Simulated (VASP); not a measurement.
# WSe2 in VASP: a series of runs

WSe2 is run at these levels: LDA; tasks: single point.

Program: VASP 6.6.1. These are calculated values, not measurements. Logs are shortened: lines on timing, memory, paths and dates and some standing lists are left out, and cuts for length are marked.

**1. The cell of the first run**

The cell holds a slab with vacuum, 6 atoms: a = 3.249 Å, b = 3.249 Å, c = 23.628 Å, α = 90.00°, β = 90.00°, γ = 120.00°.

**2. Single point, LDA (atoms displaced along several vibrational modes)**

INCAR reads:

```
SYSTEM = WSe2
ALGO     = Normal         ! electronic algorithm
EDIFF    = 1E-6           ! SCF threshold, eV
ENCUT    = 520            ! plane-wave cutoff, eV
ISIF     = 2              ! what is computed and relaxed
ISMEAR   = 0              ! smearing method
LASPH    = .TRUE.         ! aspherical terms in the spheres
LCHARG   = .TRUE.         ! write CHGCAR
LELF     = .TRUE.         ! ELF
LREAL    = .FALSE.        ! projectors in reciprocal space
LVHAR    = .TRUE.       
LWAVE    = .FALSE.        ! write WAVECAR
NBANDS   = 35             ! bands
NELM     = 100            ! most SCF steps
PREC     = Accurate       ! precision mode
SIGMA    = 0.05           ! smearing width, eV
```

KPOINTS reads:

```
k-points
0
G
  9 9 2
  0 0 0
```

POSCAR reads:

```
WSe2
1.0
    3.2486079436      0.0000000000      0.0000000000
   -1.6243039718      2.8133770061      0.0000000000
    0.0000000000      0.0000000000     23.6283233151
W Se
2 4
Direct
    0.5504033617      0.3333333333      0.1354666708
    0.4548174089      0.6666666667      0.8645333292
    0.2040471876      0.6666666667      0.2058884835
    0.7861049315      0.3333333333      0.9351101390
    0.2079039722      0.6666666667      0.0648898610
    0.7897902513      0.3333333333      0.7941115165
```

Potentials or basis: VASP PAW LDA potentials, release 64 (W_sv, Se).

Launch:

```
> cat potpaw_LDA.64/W_sv/POTCAR potpaw_LDA.64/Se/POTCAR > POTCAR
> mpirun -np 1 vasp_std > vasp.out
```

OUTCAR:

```text
SYSTEM = WSe2
   EDIFF = 1E-6
   ENCUT = 520
   ISIF = 2
   ISMEAR = 0
   LASPH = .TRUE.
   LREAL = .FALSE.
   NELM = 100
   PREC = Accurate

 ion  position               nearest neighbor table
   1  0.550  0.333  0.135-   3 2.48   5 2.49   3 2.51   5 2.51   5 2.53   3 2.53
   2  0.455  0.667  0.865-   6 2.50   4 2.51   6 2.51   4 2.51   6 2.51   4 2.51
   3  0.204  0.667  0.206-   1 2.48   1 2.51   1 2.53
   4  0.786  0.333  0.935-   2 2.51   2 2.51   2 2.51
   5  0.208  0.667  0.065-   1 2.49   1 2.51   1 2.53
   6  0.790  0.333  0.794-   2 2.50   2 2.51   2 2.51

  LATTYP: Found a hexagonal cell.
 ALAT       =     3.2486079436
 C/A-ratio  =     7.2733686937

  Lattice vectors:

 A1 = (   3.2486079436,   0.0000000000,   0.0000000000)
 A2 = (  -1.6243039718,   2.8133770061,   0.0000000000)
 A3 = (   0.0000000000,   0.0000000000,  23.6283233151)

Analysis of symmetry for initial positions (statically):
=====================================================================
 Subroutine PRICEL returns:
 Original cell was already a primitive cell.

 Routine SETGRP: Setting up the symmetry group for a
 hexagonal supercell.

 Subroutine GETGRP returns: Found  1 space group operations
 (whereof  1 operations were pure point group operations)
 out of a pool of 24 trial point group operations.

The static configuration has the point symmetry C_1 .

Analysis of symmetry for dynamics (positions and initial velocities):
=====================================================================
 Subroutine PRICEL returns:
 Original cell was already a primitive cell.

 Routine SETGRP: Setting up the symmetry group for a
 hexagonal supercell.

 Subroutine GETGRP returns: Found  1 space group operations
 (whereof  1 operations were pure point group operations)
 out of a pool of 24 trial point group operations.

The dynamic configuration has the point symmetry C_1 .

 Subroutine INISYM returns: Found  1 space group operations
 (whereof  1 operations are pure point group operations),
 and found     1 'primitive' translations

----------------------------------------------------------------------------------------

                                     Primitive cell

  volume of cell :     215.9525

  direct lattice vectors                    reciprocal lattice vectors
     3.248607944  0.000000000  0.000000000     0.307824156  0.177722360  0.000000000
    -1.624303972  2.813377006  0.000000000     0.000000000  0.355444719  0.000000000
     0.000000000  0.000000000 23.628323315     0.000000000  0.000000000  0.042322089

  length of vectors
     3.248607944  3.248607944 23.628323315     0.355444719  0.355444719  0.042322089

  position of ions in fractional coordinates (direct lattice)
     0.550403362  0.333333333  0.135466671
     0.454817409  0.666666667  0.864533329
     0.204047188  0.666666667  0.205888483
     0.786104931  0.333333333  0.935110139
     0.207903972  0.666666667  0.064889861
     0.789790251  0.333333333  0.794111517

  ion indices of the primitive-cell ions
   primitive index   ion index
                 1           1
                 2           2
                 3           3
                 4           4
                 5           5
                 6           6

----------------------------------------------------------------------------------------

 KPOINTS: k-points

Automatic generation of k-mesh.
 Grid dimensions read from file:
 generate k-points for:    9    9    2

 Generating k-lattice:

  Cartesian coordinates                     Fractional coordinates (reciprocal lattice)
     0.034202684  0.019746929  0.000000000     0.111111111 -0.000000000  0.000000000
     0.000000000  0.039493858  0.000000000     0.000000000  0.111111111  0.000000000
     0.000000000  0.000000000  0.021161044     0.000000000  0.000000000  0.500000000

  Length of vectors
     0.039493858  0.039493858  0.021161044

  Shift w.r.t. Gamma in fractional coordinates (k-lattice)
     0.000000000  0.000000000  0.000000000

 Subroutine IBZKPT returns following result:
 ===========================================

 Found     82 irreducible k-points:

 Following reciprocal coordinates:
            Coordinates               Weight
  0.000000  0.000000  0.000000      1.000000
  0.111111  0.000000  0.000000      2.000000
  0.000000  0.111111  0.000000      2.000000
 -0.111111  0.111111  0.000000      2.000000
  0.222222  0.000000  0.000000      2.000000
  0.000000  0.222222  0.000000      2.000000
[... 16 lines left out ...]
  0.333333  0.111111  0.000000      2.000000
 -0.111111  0.444444  0.000000      2.000000
 [... further k-points ...]
   k-points           NKPTS =     82   k-points in BZ     NKDIM =     82   number of bands    NBANDS=     35
   number of dos      NEDOS =    301   number of ions     NIONS =      6
   total plane-waves  NPLWV = 103680
   dimension x,y,z NGX =    24 NGY =   24 NGZ =  180
   dimension x,y,z NGXF=    48 NGYF=   48 NGZF=  360
   ions per type =               2   4
   NGX,Y,Z   is equivalent  to a cutoff of  12.28, 12.28, 12.66 a.u.
   NGXF,Y,Z  is equivalent  to a cutoff of  24.56, 24.56, 25.33 a.u.
 SYSTEM =  WSe2
   PREC   = accura    normal or accurate (medium, high low for compatibility)
   ISTART =      0    job   : 0-new  1-cont  2-samecut
   ICHARG =      2    charge: 1-file 2-atom 10-const
   ISPIN  =      1    spin polarized calculation?
   LNONCOLLINEAR =      F non collinear calculations
   LSORBIT =      F    spin-orbit coupling
   LASPH  =      T    aspherical Exc in radial PAW
   ENCUT  =  520.0 eV  38.22 Ry    6.18 a.u.   6.04  6.04 43.93*2*pi/ulx,y,z
   NELM   =    100;   NELMIN=  2; NELMDL= -5     # of ELM steps
   EDIFF  = 0.1E-05   stopping-criterion for ELM
   LREAL  =      F    real-space projection
   EDIFFG = 0.1E-04   stopping-criterion for IOM
   NSW    =      0    number of steps for IOM
   IBRION =     -1    ionic relax: 0-MD 1-quasi-New 2-CG
   NFREE  =      0    steps in history (QN), initial steepest desc. (CG)
   ISIF   =      2    stress and relaxation
   ISYM   =      2    0-nonsym 1-usesym 2-fastsym
   POTIM  = 0.5000    time-step for ionic-motion
   TEBEG  =    0.0;   TEEND  =   0.0 temperature during run
   PSTRESS=    0.0 pullay stress
   NELECT =      52.0000    total number of electrons
   NUPDOWN=      -1.0000    fix difference up-down
   EMIN   =  10.00;   EMAX   =-10.00  energy-range for DOS
   EFERMI =   0.00;   METHOD = LEGACY
   ISMEAR =     0;   SIGMA  =   0.05  broadening in eV -4-tet -1-fermi 0-gaus
   EFERMI_NEDOS =   21; number of points for ismear=-14 and -15
   IALGO  =     38    algorithm
   IMIX   =      4    mixing-type and parameters
     AMIX     =   0.40;   BMIX     =  1.00
     AMIX_MAG =   1.60;   BMIX_MAG =  1.00
  volume/ion in A,a.u.               =      35.99       242.89
  Fermi-wavevector in a.u.,A,eV,Ry     =   1.018490  1.924666 14.113608  1.037321
  Thomas-Fermi vector in A             =   2.151950
   LORBIT       =      0    0 simple, 1 ext, 2 COOP (PROOUT), +10 PAW based schemes
   GGA     = CA    functional components
   LHFCALC =     F    Hartree Fock is set to
   AEXX    =    0.0000 exact exchange contribution
   IVDW    =     0    specifies the selected vdW correction
   LEPSILON=     F    determine dielectric tensor
   LRPA    =     F    only Hartree local field effects (RPA)
 non-spin polarized calculation
 Gauss-broadening in eV      SIGMA  =   0.05
  energy-cutoff  :      520.00
  volume of cell :      215.95
 maximum number of plane-waves:      5916
   NGX = 13   NGY = 13   NGZ = 87

 number of electron      51.9999997 magnetization

 Free energy of the ion-electron system (eV)
  ---------------------------------------------------
  ext. energy  EPLUGINS =         0.00000000
  ---------------------------------------------------
  free energy    TOTEN  =       -48.30483018 eV

  energy without entropy =      -48.30483018  energy(sigma->0) =      -48.30483018

 E-fermi :   1.4532     XC(G=0):  -6.5326

 val. band max:        1.1751542522   @ k =   0.0000   0.0000   0.0000
 cond. band min:       2.4627036550   @ k =  -0.2222   0.3333   0.0000
 fundamental gap:      1.2875494028
 Fermi energy:         1.4531771695

 k-point     1 :       0.0000    0.0000    0.0000
  band No.  band energies     occupation
      1     -72.5039      2.00000
      2     -72.5000      2.00000
      3     -37.0559      2.00000
      4     -37.0533      2.00000
      5     -36.8782      2.00000
      6     -36.8766      2.00000
[... 27 lines left out ...]
     34       4.3946      0.00000
     35       5.5709      0.00000

 k-point     2 :       0.1111    0.0000    0.0000
  band No.  band energies     occupation
      1     -72.5024      2.00000
      2     -72.4985      2.00000
      3     -37.0496      2.00000
      4     -37.0468      2.00000
      5     -36.9108      2.00000
      6     -36.9093      2.00000
[... 27 lines left out ...]
     34       4.4345      0.00000
     35       6.0178      0.00000

 k-point     3 :       0.0000    0.1111    0.0000
  band No.  band energies     occupation
      1     -72.5024      2.00000
      2     -72.4985      2.00000
      3     -37.0496      2.00000
      4     -37.0469      2.00000
      5     -36.9087      2.00000
      6     -36.9064      2.00000
[... 27 lines left out ...]
     34       4.4654      0.00000
     35       6.0160      0.00000
[... 723 lines left out ...]
 k-point    23 :       0.3333    0.1111    0.0000
  band No.  band energies     occupation
      1     -72.4920      2.00000
      2     -72.4881      2.00000
      3     -37.1168      2.00000
      4     -37.1134      2.00000
      5     -37.0059      2.00000
      6     -37.0025      2.00000
[... 27 lines left out ...]
     34       5.6615      0.00000
     35       6.6392      0.00000

 k-point    24 :      -0.1111    0.4444    0.0000
  band No.  band energies     occupation
      1     -72.4920      2.00000
      2     -72.4881      2.00000
      3     -37.1129      2.00000
      4     -37.1075      2.00000
      5     -37.0058      2.00000
      6     -37.0033      2.00000
[... 27 lines left out ...]
     34       5.6226      0.00000
     35       6.6284      0.00000

 [... further k-points ...]

------------------------ aborting loop because EDIFF is reached ----------------------------------------

  FORCE on cell =-STRESS in cart. coord.  units (eV):
  Direction    XX          YY          ZZ          XY          YZ          ZX
  --------------------------------------------------------------------------------------
  -------------------------------------------------------------------------------------
  Total        0.5578211      0.6963891      1.2229373      0.3335560      0.3037704      0.8324276
  in kB        4.1385419      5.1665951      9.0731196      2.4746923      2.2537091      6.1758806
  external PRESSURE =       6.1260855 kB  Pullay stress =       0.0000000 kB

 VOLUME and BASIS-vectors are now :
 -----------------------------------------------------------------------------
  energy-cutoff  :      520.00
  volume of cell :      215.95
      direct lattice vectors                 reciprocal lattice vectors
     3.248607944  0.000000000  0.000000000     0.307824156  0.177722360  0.000000000
    -1.624303972  2.813377006  0.000000000     0.000000000  0.355444719  0.000000000
     0.000000000  0.000000000 23.628323315     0.000000000  0.000000000  0.042322089

 POSITION                                       TOTAL-FORCE (eV/Angst)
 -----------------------------------------------------------------------------------
      1.24661      0.93779      3.20085        -0.657254      0.012274     -0.000863
      0.39465      1.87558     20.42747        -0.062481     -0.018675     -0.008373
     -0.42000      1.87558      4.86480         0.404286      0.007832      0.131206
      2.01231      0.93779     22.09508        -0.010129     -0.053793     -0.022206
     -0.40747      1.87558      1.53324         0.365274      0.053062      0.010262
      2.02428      0.93779     18.76352        -0.039694     -0.000700     -0.110026
 -----------------------------------------------------------------------------------
    total drift:                               -0.000330     -0.000006     -0.000074

  FREE ENERGIE OF THE ION-ELECTRON SYSTEM (eV)
  ---------------------------------------------------
  free  energy   TOTEN  =       -48.3048301808 eV

  energy  without entropy=      -48.3048301808  energy(sigma->0) =      -48.30483018
```

It took 11 min on 1 thread of Intel Xeon Platinum 8259CL at 2.50GHz (Skylake/Cascade Lake), shared host; peak memory 0.61 GiB.

Results:

```
Free energy            : -48.3048 eV
Largest force          : 0.657 eV/Å
Band gap on the k mesh : 1.29 eV (least direct gap 1.70 eV)
```

Forces on the atoms (eV/Å):
```
W   -0.657  0.012 -0.001
W   -0.062 -0.019 -0.008
Se   0.404  0.008  0.131
Se  -0.010 -0.054 -0.022
Se   0.365  0.053  0.010
Se  -0.040 -0.001 -0.110
```

Caveat: the cell differs from its parent crystal (atoms displaced along several vibrational modes); there is no dipole correction, which matters where the two faces differ; spin-orbit coupling is left out, which moves the levels of the heavy elements.

**3. Single point, LDA (atoms displaced along several vibrational modes)**

INCAR reads:

```
PREC     = Accurate       # precision mode
ENCUT    = 520            # plane-wave cutoff, eV
EDIFF    = 1E-6           # SCF threshold, eV
ISMEAR   = 0              # smearing method
SIGMA    = 0.05           # smearing width, eV
LREAL    = False          # projectors in reciprocal space
LASPH    = True           # aspherical terms in the spheres
NELM     = 100            # most SCF steps
ALGO     = Normal         # electronic algorithm
ISIF     = 2              # what is computed and relaxed
LWAVE    = False          # write WAVECAR
LCHARG   = False          # write CHGCAR
NBANDS   = 35             # bands
```

KPOINTS reads:

```
Automatic mesh
0
Gamma
  9 9 2
```

POSCAR reads:

```
WSe2
1.0
    3.2486079436      0.0000000000      0.0000000000
   -1.6243039718      2.8133770061      0.0000000000
    0.0000000000      0.0000000000     23.6283233151
W Se
2 4
Direct
    0.5347628711      0.3333333333      0.1354666708
    0.4547955876      0.6666666667      0.8645333292
    0.2225166370      0.6666666667      0.2058884835
    0.7861125308      0.3333333333      0.9351101390
    0.2258696616      0.6666666667      0.0648898610
    0.7898084852      0.3333333333      0.7941115165
```

Potentials or basis: VASP PAW LDA potentials, release 64 (W_sv, Se).

Launch:

```
> cat potpaw_LDA.64/W_sv/POTCAR potpaw_LDA.64/Se/POTCAR > POTCAR
> mpirun -np 1 vasp_std > vasp.out
```

Run time: 14 min. Hardware: 1 thread of Intel Xeon Platinum 8259CL at 2.50GHz (Skylake/Cascade Lake), shared host; peak memory 0.6 GiB.

It converged, with:

* Free energy: -48.2651 eV
* Largest force: 1.498 eV/Å
* Band gap on the k mesh: 1.31 eV (least direct gap 1.70 eV)

Forces on the atoms (eV/Å):
```
W    1.497 -0.019  0.024
W   -0.061 -0.017 -0.010
Se  -0.687  0.012  0.167
Se  -0.010 -0.051 -0.016
Se  -0.698  0.076 -0.054
Se  -0.040 -0.001 -0.110
```

Levels at points of the mesh, in eV from the valence-band top:
```
           k point  band 22  band 23  band 24  band 25  band 26  band 27  band 28  band 29  band 30  band 31
(0.00, 0.00, 0.00)    -1.36    -1.36    -1.05    -0.83     0.00     2.54     2.90     2.92     2.97     3.12
(0.00, 0.00, 0.50)    -1.36    -1.36    -1.05    -0.83     0.00     2.54     2.90     2.92     2.97     3.12
```

Caveat: the cell differs from its parent crystal (atoms displaced along several vibrational modes); there is no dipole correction, which matters where the two faces differ; spin-orbit coupling is left out, which moves the levels of the heavy elements.

(Part 1 of 2 ends here.)
